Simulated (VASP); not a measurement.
**Pt: single point with PBE**

Pt, a slab with vacuum:

```
Pt
1.0
     2.80800    0.00000    0.00000
    -1.40400    2.43180    0.00000
     0.00000    0.00000   17.62030
Pt
3
Direct
  0.16667 0.33333 0.36889
  0.50000 0.00000 0.50000
  0.83333 0.66667 0.63111
```

| Property | Result |
| --- | --- |
| Program | VASP 6.6.1 |
| Task | single point |
| Functional | PBE |
| Potentials or basis | VASP PAW PBE potentials, release 64 (Pt) |
| Cutoff | 520 eV |
| k mesh | 13 × 13 × 1 |
| Occupations | fermi-dirac, width 0.08 eV |
| Spin | no spin polarisation |

```json
{
 "Largest force": "0.021 eV/Å",
 "Band gap on the k mesh": "zero (bands 15 and 16 overlap by 1.19 eV)"
}
```

Forces on the atoms (eV/Å):
```
Pt   0.000  0.000  0.021
Pt   0.000  0.000  0.000
Pt   0.000  0.000 -0.021
```

Levels at points of the mesh, in eV from the Fermi level:
```csv
k point,band 13,band 14,band 15,band 16,band 17,band 18
"(0.00, 0.00, 0.00)",-1.32,-0.67,-0.67,-0.66,-0.02,-0.02
```

Run time: 28 s on 1 thread of Intel(R) Xeon(R) 6975P-C (Granite Rapids), with other jobs on the host, peak memory 0.27 GiB.

Caveat: spin-orbit coupling is left out, which moves the levels of the heavy elements.
